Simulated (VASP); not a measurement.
Runs of VASP 6.6.1 on Zr2H3Pd. It takes space group I4/mmm (No. 139, tetragonal). The conventional cell has a = 3.207 Å, b = 3.207 Å, c = 13.400 Å, α = 90.00°, β = 90.00°, γ = 90.00°. Zr (site symmetry 4mm) has 5 H at 1.97 to 2.12 Å within 2.6 Å. Within 2.6 Å of H (site symmetry 4/mmm) lie 2 Zr at 1.97 Å and 4 Pd at 2.27 Å. Within 2.8 Å of H (site symmetry -4m2) lie 4 Zr at 2.12 Å and 4 H at 2.27 Å. Within 3.0 Å of Pd (site symmetry 4/mmm) lie 4 H at 2.27 Å. 

```csv
k mesh,gap on the mesh (eV),pressure (GPa),largest force (eV/Å)
8 × 8 × 8,none,-6.0,(a)
3 × 3 × 3,none,-7.4,0.28
12 × 12 × 12,none,-5.9,0.13
6 × 6 × 6,none,-6.0,0.13
4 × 4 × 4,none,(b),0.25
```

Alike in all rows: task single point; level PBEsol; potentials or basis VASP PAW PBE potentials, release 64 (Zr_sv, H, Pd); no spin polarisation; cell as given; cutoff (eV) 520; smearing methfessel-paxton 0.05 eV.

Task: Estimate the missing entries.

Result: (a) 0.02; (b) -6.3.

Caveats: some runs use coarse meshes; the PAW data sets were made with another functional, which shifts forces and pressure a little.

A k mesh can miss the band edges, and the runs leave out spin-orbit coupling on Pd, Zr.

A gap of «none» marks levels without a gap at the run's occupations.
